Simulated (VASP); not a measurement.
# WO2F2 in VASP: single point with PBE

Aim: the single point of WO2F2 with PBE.

Program: VASP 6.6.1. These are calculated values, not measurements. Logs are shortened: lines on timing, memory, paths and dates and some standing lists are left out, and cuts for length are marked.

### 1 The cell of the first run

The cell holds a molecule in a box, 5 atoms: a = 11.220 Å, b = 11.220 Å, c = 11.020 Å, α = 90.00°, β = 90.00°, γ = 90.00°.

### 2 Single point, PBE

Contents of INCAR:

```
PREC     = Accurate       # precision mode
ENCUT    = 1010           # plane-wave cutoff, eV
EDIFF    = 1E-6           # SCF threshold, eV
ISMEAR   = 0              # smearing method
SIGMA    = 0.01           # smearing width, eV
LREAL    = F              # projectors in reciprocal space
LASPH    = T              # aspherical terms in the spheres
NELM     = 120            # most SCF steps
ALGO     = Normal         # electronic algorithm
ISIF     = 2              # what is computed and relaxed
LWAVE    = F              # write WAVECAR
LCHARG   = T              # write CHGCAR
GGA      = PE             # functional
LELF     = T              # ELF
LVHAR    = T            
NBANDS   = 28             # bands
GGA_COMPAT= F            
NELMDL   = -8
```

Contents of KPOINTS:

```
Automatic mesh
0
Gamma
  1 1 1
```

Contents of POSCAR:

```
WO2F2
1.0
   11.2200000000      0.0000000000      0.0000000000
    0.0000000000     11.2200000000      0.0000000000
    0.0000000000      0.0000000000     11.0200000000
W O F
1 2 2
Direct
    0.5001577500      0.5001577500      0.4987831200
    0.5858208600      0.5858208600      0.5920907400
    0.4144937600      0.4144937600      0.5920907400
    0.5992451000      0.4010695200      0.4083484600
    0.4010695200      0.5992451000      0.4083484600
```

Potentials or basis: VASP PAW PBE potentials, release 64 (W_sv, O_h, F_h).

Launch:

```sh
$ cat potpaw_PBE.64/W_sv/POTCAR potpaw_PBE.64/O_h/POTCAR potpaw_PBE.64/F_h/POTCAR > POTCAR
$ mpirun -np 1 vasp_gam > vasp.out
```

OUTCAR:

```text
PREC = Accurate
   ENCUT = 1010
   EDIFF = 1E-6
   ISMEAR = 0
   LREAL = F
   LASPH = T
   NELM = 120
   ISIF = 2
   GGA = PE
   NELMDL = -8

 ion  position               nearest neighbor table
   1  0.500  0.500  0.499-   2 1.70   3 1.70   4 1.86   5 1.86
   2  0.586  0.586  0.592-   1 1.70
   3  0.414  0.414  0.592-   1 1.70
   4  0.599  0.401  0.408-   1 1.86
   5  0.401  0.599  0.408-   1 1.86

  LATTYP: Found a simple tetragonal cell.
 ALAT       =    11.2200000000
 C/A-ratio  =     0.9821746881

  Lattice vectors:

 A1 = (  11.2200000000,   0.0000000000,   0.0000000000)
 A2 = (   0.0000000000,  11.2200000000,   0.0000000000)
 A3 = (   0.0000000000,   0.0000000000,  11.0200000000)

Analysis of symmetry for initial positions (statically):
=====================================================================
 Subroutine PRICEL returns:
 Original cell was already a primitive cell.

 Routine SETGRP: Setting up the symmetry group for a
 simple tetragonal supercell.

 Subroutine GETGRP returns: Found  4 space group operations
 (whereof  2 operations were pure point group operations)
 out of a pool of 16 trial point group operations.

The static configuration has the point symmetry C_1h.
 The point group associated with its full space group is C_2v.

Analysis of symmetry for dynamics (positions and initial velocities):
=====================================================================
 Subroutine PRICEL returns:
 Original cell was already a primitive cell.

 Routine SETGRP: Setting up the symmetry group for a
 simple tetragonal supercell.

 Subroutine GETGRP returns: Found  4 space group operations
 (whereof  2 operations were pure point group operations)
 out of a pool of 16 trial point group operations.

The dynamic configuration has the point symmetry C_1h.
 The point group associated with its full space group is C_2v.

 Subroutine INISYM returns: Found  4 space group operations
 (whereof  2 operations are pure point group operations),
 and found     1 'primitive' translations

----------------------------------------------------------------------------------------

                                     Primitive cell

  volume of cell :    1387.2902

  direct lattice vectors                    reciprocal lattice vectors
    11.220000000  0.000000000  0.000000000     0.089126560  0.000000000  0.000000000
     0.000000000 11.220000000  0.000000000     0.000000000  0.089126560  0.000000000
     0.000000000  0.000000000 11.020000000     0.000000000  0.000000000  0.090744102

  length of vectors
    11.220000000 11.220000000 11.020000000     0.089126560  0.089126560  0.090744102

  position of ions in fractional coordinates (direct lattice)
     0.500157750  0.500157750  0.498783120
     0.585820860  0.585820860  0.592090740
     0.414493760  0.414493760  0.592090740
     0.599245100  0.401069520  0.408348460
     0.401069520  0.599245100  0.408348460

  ion indices of the primitive-cell ions
   primitive index   ion index
                 1           1
                 2           2
                 3           3
                 4           4
                 5           5

----------------------------------------------------------------------------------------

 KPOINTS: Automatic mesh

Automatic generation of k-mesh.
 Grid dimensions read from file:
 generate k-points for:    1    1    1

 Generating k-lattice:

  Cartesian coordinates                     Fractional coordinates (reciprocal lattice)
     0.089126560  0.000000000  0.000000000     1.000000000  0.000000000  0.000000000
     0.000000000  0.089126560  0.000000000     0.000000000  1.000000000  0.000000000
     0.000000000  0.000000000  0.090744102     0.000000000  0.000000000  1.000000000

  Length of vectors
     0.089126560  0.089126560  0.090744102

  Shift w.r.t. Gamma in fractional coordinates (k-lattice)
     0.000000000  0.000000000  0.000000000

 Subroutine IBZKPT returns following result:
 ===========================================

 Found      1 irreducible k-points:

 Following reciprocal coordinates:
            Coordinates               Weight
  0.000000  0.000000  0.000000      1.000000
   k-points           NKPTS =      1   k-points in BZ     NKDIM =      1   number of bands    NBANDS=     28
   number of dos      NEDOS =    301   number of ions     NIONS =      5
   total plane-waves  NPLWV = ******
   dimension x,y,z NGX =   120 NGY =  120 NGZ =  120
   dimension x,y,z NGXF=   240 NGYF=  240 NGZF=  240
   ions per type =               1   2   2
   NGX,Y,Z   is equivalent  to a cutoff of  17.78, 17.78, 18.10 a.u.
   NGXF,Y,Z  is equivalent  to a cutoff of  35.56, 35.56, 36.21 a.u.
 SYSTEM =  unknown system
   PREC   = accura    normal or accurate (medium, high low for compatibility)
   ISTART =      0    job   : 0-new  1-cont  2-samecut
   ICHARG =      2    charge: 1-file 2-atom 10-const
   ISPIN  =      1    spin polarized calculation?
   LNONCOLLINEAR =      F non collinear calculations
   LSORBIT =      F    spin-orbit coupling
   LASPH  =      T    aspherical Exc in radial PAW
   ENCUT  = 1010.0 eV  74.23 Ry    8.62 a.u.  29.07 29.07 28.56*2*pi/ulx,y,z
   NELM   =    120;   NELMIN=  2; NELMDL= -8     # of ELM steps
   EDIFF  = 0.1E-05   stopping-criterion for ELM
   LREAL  =      F    real-space projection
   EDIFFG = 0.1E-04   stopping-criterion for IOM
   NSW    =      0    number of steps for IOM
   IBRION =     -1    ionic relax: 0-MD 1-quasi-New 2-CG
   NFREE  =      0    steps in history (QN), initial steepest desc. (CG)
   ISIF   =      2    stress and relaxation
   ISYM   =      2    0-nonsym 1-usesym 2-fastsym
   POTIM  = 0.5000    time-step for ionic-motion
   TEBEG  =    0.0;   TEEND  =   0.0 temperature during run
   PSTRESS=    0.0 pullay stress
   NELECT =      40.0000    total number of electrons
   NUPDOWN=      -1.0000    fix difference up-down
   EMIN   =  10.00;   EMAX   =-10.00  energy-range for DOS
   EFERMI =   0.00;   METHOD = LEGACY
   ISMEAR =     0;   SIGMA  =   0.01  broadening in eV -4-tet -1-fermi 0-gaus
   EFERMI_NEDOS =   21; number of points for ismear=-14 and -15
   IALGO  =     38    algorithm
   IMIX   =      4    mixing-type and parameters
     AMIX     =   0.40;   BMIX     =  1.00
     AMIX_MAG =   1.60;   BMIX_MAG =  1.00
  volume/ion in A,a.u.               =     277.46      1872.38
  Fermi-wavevector in a.u.,A,eV,Ry     =   0.502002  0.948647  3.428754  0.252006
  Thomas-Fermi vector in A             =   1.510799
   LORBIT       =      0    0 simple, 1 ext, 2 COOP (PROOUT), +10 PAW based schemes
   GGA     = PE    functional components
   LHFCALC =     F    Hartree Fock is set to
   AEXX    =    0.0000 exact exchange contribution
   IVDW    =     0    specifies the selected vdW correction
   LEPSILON=     F    determine dielectric tensor
   LRPA    =     F    only Hartree local field effects (RPA)
 non-spin polarized calculation
 Gauss-broadening in eV      SIGMA  =   0.01
  energy-cutoff  :     1010.00
  volume of cell :     1387.29
 maximum number of plane-waves:     50507
 NGX is ok and might be reduce to   120
   NGX = 59   NGY = 59   NGZ = 57

 number of electron      40.0000006 magnetization

 Free energy of the ion-electron system (eV)
  ---------------------------------------------------
  ext. energy  EPLUGINS =         0.00000000
  ---------------------------------------------------
  free energy    TOTEN  =       -37.52714489 eV

  energy without entropy =      -37.52714489  energy(sigma->0) =      -37.52714489

 E-fermi :  -7.5908     XC(G=0):  -0.9369

 val. band max:       -7.7457755940   @ k =   0.0000   0.0000   0.0000
 cond. band min:      -3.1152227159   @ k =   0.0000   0.0000   0.0000
 fundamental gap:      4.6305528781
 Fermi energy:        -7.5907669479

 k-point     1 :       0.0000    0.0000    0.0000
  band No.  band energies     occupation
      1     -81.3318      2.00000
      2     -45.8332      2.00000
      3     -45.8103      2.00000
      4     -45.7888      2.00000
      5     -29.9295      2.00000
      6     -29.6824      2.00000
[... 20 lines left out ...]
     27       0.5841      0.00000
     28       0.8004      0.00000

------------------------ aborting loop because EDIFF is reached ----------------------------------------

  FORCE on cell =-STRESS in cart. coord.  units (eV):
  Direction    XX          YY          ZZ          XY          YZ          ZX
  --------------------------------------------------------------------------------------
  -------------------------------------------------------------------------------------
  Total        1.2239780      1.2239780      1.1643557      0.4426391      0.0000000      0.0000000
  in kB        1.4135686      1.4135686      1.3447109      0.5112026      0.0000000      0.0000000
  external PRESSURE =       1.3906160 kB  Pullay stress =       0.0000000 kB

 VOLUME and BASIS-vectors are now :
 -----------------------------------------------------------------------------
  energy-cutoff  :     1010.00
  volume of cell :     1387.29
      direct lattice vectors                 reciprocal lattice vectors
    11.220000000  0.000000000  0.000000000     0.089126560  0.000000000  0.000000000
     0.000000000 11.220000000  0.000000000     0.000000000  0.089126560  0.000000000
     0.000000000  0.000000000 11.020000000     0.000000000  0.000000000  0.090744102

 POSITION                                       TOTAL-FORCE (eV/Angst)
 -----------------------------------------------------------------------------------
      5.61177      5.61177      5.49659        -0.000000      0.000000     -0.459932
      6.57291      6.57291      6.52484         0.443281      0.443281      0.412937
      4.65062      4.65062      6.52484        -0.443281     -0.443281      0.412937
      6.72353      4.50000      4.50000         0.184332     -0.184332     -0.182971
      4.50000      6.72353      4.50000        -0.184332      0.184332     -0.182971
 -----------------------------------------------------------------------------------
    total drift:                                0.056139      0.056139     -0.000407

  FREE ENERGIE OF THE ION-ELECTRON SYSTEM (eV)
  ---------------------------------------------------
  free  energy   TOTEN  =       -37.5271448908 eV

  energy  without entropy=      -37.5271448908  energy(sigma->0) =      -37.52714489
```

Wall time 6.1 min (1 thread of Intel Xeon Platinum 8375C at 2.90GHz (Ice Lake), shared host); peak memory 2.6 GiB.

What came out:

- Free energy: -37.5271 eV
- Largest force: 0.751 eV/Å
- Gap between the frontier levels: 4.63 eV

Forces on the atoms (eV/Å):
```
W    0.000  0.000 -0.460
O    0.443  0.443  0.413
O   -0.443 -0.443  0.413
F    0.184 -0.184 -0.183
F   -0.184  0.184 -0.183
```

Caveat: spin-orbit coupling is left out, which moves the levels of the heavy elements.
